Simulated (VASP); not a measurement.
# CoSi (Pm-3m) in VASP: further runs

The runs below take CoSi through single point, relaxation of cell and atoms, with r2SCAN.

Program: VASP 6.6.1. These are calculated values, not measurements. Logs are shortened: lines on timing, memory, paths and dates and some standing lists are left out, and cuts for length are marked.

## 1. The cell of the first run

It takes space group Pm-3m (No. 221, cubic). The conventional cell has a = 2.757 Å, b = 2.757 Å, c = 2.757 Å, α = 90.00°, β = 90.00°, γ = 90.00°. Within 3.2 Å of Co (site symmetry m-3m) lie 8 Si at 2.39 Å and 6 Co at 2.76 Å. Si (site symmetry m-3m) has 8 Co at 2.39 Å and 6 Si at 2.76 Å within 3.2 Å.

## 2. Single point, r2SCAN, collinear spin, ferromagnetic start

POSCAR

```
CoSi
1.0
    2.7568530025      0.0000000000      0.0000000000
    0.0000000000      2.7568530025      0.0000000000
    0.0000000000      0.0000000000      2.7568530025
Co Si
1 1
Direct
    0.0000000000      0.0000000000      0.0000000000
    0.5000000000      0.5000000000      0.5000000000
```

INCAR.step1

```
PREC     = Accurate       # precision mode
ENCUT    = 520            # plane-wave cutoff, eV
ISMEAR   = 0              # smearing method
SIGMA    = 0.1            # smearing width, eV
LREAL    = False          # projectors in reciprocal space
LASPH    = True           # aspherical terms in the spheres
NELM     = 150            # most SCF steps
ISPIN    = 2              # spin polarisation
MAGMOM   = 0.9 0          # initial moments
LMAXMIX  = 4              # l up to which the mixer works
NBANDS   = 18             # bands
GGA      = PE             # functional
ALGO     = Normal         # electronic algorithm
EDIFF    = 1E-4           # SCF threshold, eV
LWAVE    = True           # write WAVECAR
LCHARG   = False          # write CHGCAR
```

INCAR.step2

```
PREC     = Accurate       # precision mode
ENCUT    = 520            # plane-wave cutoff, eV
EDIFF    = 1E-7           # SCF threshold, eV
ISMEAR   = 0              # smearing method
SIGMA    = 0.1            # smearing width, eV
LREAL    = False          # projectors in reciprocal space
LASPH    = True           # aspherical terms in the spheres
NELM     = 150            # most SCF steps
ALGO     = Normal         # electronic algorithm
ISIF     = 2              # what is computed and relaxed
LWAVE    = False          # write WAVECAR
LCHARG   = True           # write CHGCAR
ISPIN    = 2              # spin polarisation
MAGMOM   = 0.9 0          # initial moments
LORBIT   = 11             # projections on sites
LMAXMIX  = 4              # l up to which the mixer works
METAGGA  = R2SCAN         # meta-GGA
LMIXTAU  = True         
LELF     = True           # ELF
LVHAR    = True         
NBANDS   = 18             # bands
ISTART   = 1
```

KPOINTS

```
regular mesh
0
Gamma
  6 6 6
```

Potentials or basis: VASP PAW PBE potentials, release 64 (Co, Si).

The run is started by

```
$ cat potpaw_PBE.64/Co/POTCAR potpaw_PBE.64/Si/POTCAR > POTCAR
$ cp INCAR.step1 INCAR
$ mpirun -np 1 vasp_std > vasp.out
$ cp INCAR.step2 INCAR
$ mpirun -np 1 vasp_std > vasp.out
```

OUTCAR:

```text
PREC = Accurate
   ENCUT = 520
   EDIFF = 1E-7
   ISMEAR = 0
   LREAL = False
   LASPH = True
   NELM = 150
   ISIF = 2
   ISPIN = 2
   LORBIT = 11
   METAGGA = R2SCAN
   ISTART = 1

 ion  position               nearest neighbor table
   1  0.000  0.000  0.000-   2 2.39   2 2.39   2 2.39   2 2.39   2 2.39   2 2.39   2 2.39   2 2.39

   2  0.500  0.500  0.500-   1 2.39   1 2.39   1 2.39   1 2.39   1 2.39   1 2.39   1 2.39   1 2.39

  LATTYP: Found a simple cubic cell.
 ALAT       =     2.7568530025

  Lattice vectors:

 A1 = (   2.7568530025,   0.0000000000,   0.0000000000)
 A2 = (   0.0000000000,   2.7568530025,   0.0000000000)
 A3 = (   0.0000000000,   0.0000000000,   2.7568530025)

Analysis of symmetry for initial positions (statically):
=====================================================================
 Subroutine PRICEL returns:
 Original cell was already a primitive cell.

 Routine SETGRP: Setting up the symmetry group for a
 simple cubic supercell.

 Subroutine GETGRP returns: Found 48 space group operations
 (whereof 48 operations were pure point group operations)
 out of a pool of 48 trial point group operations.

The static configuration has the point symmetry O_h .

Analysis of symmetry for dynamics (positions and initial velocities):
=====================================================================
 Subroutine PRICEL returns:
 Original cell was already a primitive cell.

 Routine SETGRP: Setting up the symmetry group for a
 simple cubic supercell.

 Subroutine GETGRP returns: Found 48 space group operations
 (whereof 48 operations were pure point group operations)
 out of a pool of 48 trial point group operations.

The dynamic configuration has the point symmetry O_h .

Analysis of structural, dynamic, and magnetic symmetry:
=====================================================================
 Subroutine PRICEL returns:
 Original cell was already a primitive cell.

 Routine SETGRP: Setting up the symmetry group for a
 simple cubic supercell.

 Subroutine GETGRP returns: Found 48 space group operations
 (whereof 48 operations were pure point group operations)
 out of a pool of 48 trial point group operations.

The overall configuration has the point symmetry O_h .

 Subroutine INISYM returns: Found 48 space group operations
 (whereof 48 operations are pure point group operations),
 and found     1 'primitive' translations

[... 111 lines left out ...]
  Fermi-wavevector in a.u.,A,eV,Ry     =   1.396290  2.638606 26.526274  1.949626
  Thomas-Fermi vector in A             =   2.519659
   LORBIT       =     11    0 simple, 1 ext, 2 COOP (PROOUT), +10 PAW based schemes
   METAGGA = R2SCAN    functional components
   LHFCALC =     F    Hartree Fock is set to
   AEXX    =    0.0000 exact exchange contribution
   IVDW    =     0    specifies the selected vdW correction
   LEPSILON=     F    determine dielectric tensor
   LRPA    =     F    only Hartree local field effects (RPA)
 spin polarized calculation
 Gauss-broadening in eV      SIGMA  =   0.10
  energy-cutoff  :      520.00
  volume of cell :       20.95
 maximum number of plane-waves:       587
 NGX is ok and might be reduce to    24
   NGX = 11   NGY = 11   NGZ = 11

 number of electron      13.0000002 magnetization       0.7224616

 Free energy of the ion-electron system (eV)
  ---------------------------------------------------
  ext. energy  EPLUGINS =         0.00000000
  ---------------------------------------------------
  free energy    TOTEN  =       -22.68216565 eV

  energy without entropy =      -22.67606839  energy(sigma->0) =      -22.67911702

 E-fermi :  13.6471     XC(G=0): -14.1643

 val. band max:       13.6422760032   @ k =   0.5000   0.3333   0.0000
 cond. band min:      13.7063812450   @ k =   0.3333   0.0000   0.0000
 fundamental gap:      0.0641052418
 Fermi energy:        13.6470651709

 spin component 1

 k-point     1 :       0.0000    0.0000    0.0000
  band No.  band energies     occupation
      1      -2.0093      1.00000
      2       8.3954      1.00000
      3       8.3954      1.00000
      4      11.3084      1.00000
      5      11.3084      1.00000
      6      11.3084      1.00000
[... 396 lines left out ...]
      4      11.5570      1.00000
      5      11.5570      1.00000
      6      12.0456      1.00000
[... 10 lines left out ...]
     17      46.1201      0.00000
     18      46.1201      0.00000
 Fermi energy:        13.6470651709

 spin component 2

 k-point     1 :       0.0000    0.0000    0.0000
  band No.  band energies     occupation
      1      -2.1159      1.00000
      2       9.6269      1.00000
      3       9.6269      1.00000
      4      11.8690      1.00000
      5      11.8690      1.00000
      6      11.8691      1.00000
[... 397 lines left out ...]
      5      13.6032      0.73258
      6      13.6032      0.73247
[... 10 lines left out ...]
     17      46.3180      0.00000
     18      46.3180      0.00000

------------------------ aborting loop because EDIFF is reached ----------------------------------------

  FORCE on cell =-STRESS in cart. coord.  units (eV):
  Direction    XX          YY          ZZ          XY          YZ          ZX
  --------------------------------------------------------------------------------------
  -------------------------------------------------------------------------------------
  Total        0.0291335      0.0291335      0.0291335      0.0000000     -0.0000000      0.0000000
  in kB        2.2277329      2.2277329      2.2277329      0.0000000     -0.0000000      0.0000000
  external PRESSURE =       2.2277329 kB  Pullay stress =       0.0000000 kB

 VOLUME and BASIS-vectors are now :
 -----------------------------------------------------------------------------
  energy-cutoff  :      520.00
  volume of cell :       20.95
      direct lattice vectors                 reciprocal lattice vectors
     2.756853003  0.000000000  0.000000000     0.362732434  0.000000000  0.000000000
     0.000000000  2.756853003  0.000000000     0.000000000  0.362732434  0.000000000
     0.000000000  0.000000000  2.756853003     0.000000000  0.000000000  0.362732434

 POSITION                                       TOTAL-FORCE (eV/Angst)
 -----------------------------------------------------------------------------------
      0.00000      0.00000      0.00000         0.000000      0.000000      0.000000
      1.37843      1.37843      1.37843         0.000000      0.000000      0.000000
 -----------------------------------------------------------------------------------
    total drift:                                0.000000      0.000000      0.000000

  FREE ENERGIE OF THE ION-ELECTRON SYSTEM (eV)
  ---------------------------------------------------
  free  energy   TOTEN  =       -22.6821656502 eV

  energy  without entropy=      -22.6760683912  energy(sigma->0) =      -22.67911702

 total charge

# of ion       s       p       d       tot
------------------------------------------
    1        0.465   0.668   7.575   8.708
    2        0.697   0.884   0.000   1.581
--------------------------------------------------
tot          1.162   1.552   7.575  10.288

 magnetization (x)

# of ion       s       p       d       tot
------------------------------------------
    1        0.005  -0.010   0.787   0.782
    2        0.002   0.011   0.000   0.012
--------------------------------------------------
tot          0.007   0.001   0.787   0.794
```

Run time: 24 s. Hardware: 1 thread of Intel Xeon 6975P-C (Granite Rapids), shared host; peak memory 0.16 GiB.

Results:

```yaml
Free_energy: -22.6822 eV
Pressure: 0.2 GPa
Net_moment: 0.72 μB per cell
Site_moments: Co +0.78; Si +0.01 μB
Valence_electrons_inside_the_program's_atomic_spheres: Co 8.71; Si 1.58
```

Caveat: the k points lie up to 0.38 Å⁻¹ apart; the PAW data sets were made with another functional, which shifts forces and pressure a little.

## 3. Single point, r2SCAN, collinear spin, ferromagnetic start

This run uses another cell than the first one, of 10.76 Å³/atom, 1.027 times its volume.

POSCAR

```
CoSi
1.0
    2.7813340000      0.0000000000      0.0000000000
    0.0000000000      2.7813340000      0.0000000000
    0.0000000000      0.0000000000      2.7813340000
Co Si
1 1
Direct
    0.0000000000      0.0000000000      0.0000000000
    0.5000000000      0.5000000000      0.5000000000
```

INCAR.step1

```
SYSTEM = CoSi
PREC = Accurate
ENCUT = 520
ISMEAR = 0
SIGMA = 0.1
LREAL = .False.
LASPH = .True.
NELM = 150
ISPIN = 2
MAGMOM = 3 0
LMAXMIX = 4
NBANDS = 18
GGA = PE
ALGO = Normal
EDIFF = 1E-4
LWAVE = .True.
LCHARG = .False.
```

INCAR.step2

```
SYSTEM = CoSi
PREC = Accurate
ENCUT = 520
EDIFF = 1E-7
ISMEAR = 0
SIGMA = 0.1
LREAL = .False.
LASPH = .True.
NELM = 150
ALGO = Normal
ISIF = 2
LWAVE = .False.
LCHARG = .False.
ISPIN = 2
MAGMOM = 3 0
LORBIT = 11
LMAXMIX = 4
METAGGA = R2SCAN
LMIXTAU = .True.
NBANDS = 18
ISTART = 1
```

KPOINTS

```
Automatic mesh
0
Gamma
  6 6 6
  0 0 0
```

Potentials or basis: VASP PAW PBE potentials, release 64 (Co, Si).

The run is started by

```
$ cat potpaw_PBE.64/Co/POTCAR potpaw_PBE.64/Si/POTCAR > POTCAR
$ cp INCAR.step1 INCAR
$ mpirun -np 1 vasp_std > vasp.out
$ cp INCAR.step2 INCAR
$ mpirun -np 1 vasp_std > vasp.out
```

Wall time 22 s (1 thread of Intel Xeon 6975P-C (Granite Rapids), shared host); peak memory 0.16 GiB.

It converged, with:

| Quantity | Value |
| --- | --- |
| Free energy | -22.6717 eV |
| Pressure | -6.0 GPa |
| Net moment | 0.72 μB per cell |
| Site moments | Co +0.79; Si +0.01 μB |
| Valence electrons inside the program's atomic spheres | Co 8.64; Si 1.56 |

Levels at points of the mesh, in eV from the Fermi level:
Spin up:
```csv
k point,band 3,band 4,band 5,band 6,band 7,band 8,band 9,band 10,band 11,band 12
"(0.00, 0.00, 0.00)",-5.12,-2.31,-2.31,-2.31,2.77,2.77,2.77,7.05,7.05,12.63
"(0.50, 0.00, 0.00)",-4.41,-3.56,-3.56,-2.16,-1.77,6.49,8.07,8.07,9.47,9.47
"(0.50, 0.50, 0.00)",-6.05,-5.08,-3.11,-3.11,-2.14,0.84,1.05,8.30,13.89,14.70
"(0.50, 0.50, 0.50)",-6.82,-2.10,-2.10,-1.81,0.91,0.91,0.91,2.92,2.92,2.92
```
Spin down:
```tsv
k point	band 2	band 3	band 4	band 5	band 6	band 7	band 8	band 9	band 10	band 11
(0.00, 0.00, 0.00)	-3.86	-3.86	-1.74	-1.74	-1.74	2.76	2.76	2.76	7.67	7.67
(0.50, 0.00, 0.00)	-9.82	-3.11	-3.11	-2.87	-1.58	0.16	6.51	8.22	8.22	9.49
(0.50, 0.50, 0.00)	-6.15	-6.15	-4.25	-2.61	-2.61	-0.08	1.34	2.10	8.34	13.93
(0.50, 0.50, 0.50)	-6.64	-6.64	-1.77	-0.04	-0.04	0.72	0.72	0.72	3.34	3.34
```

Caveat: the k points lie up to 0.38 Å⁻¹ apart; the PAW data sets were made with another functional, which shifts forces and pressure a little.

[end of part 1 of 2]
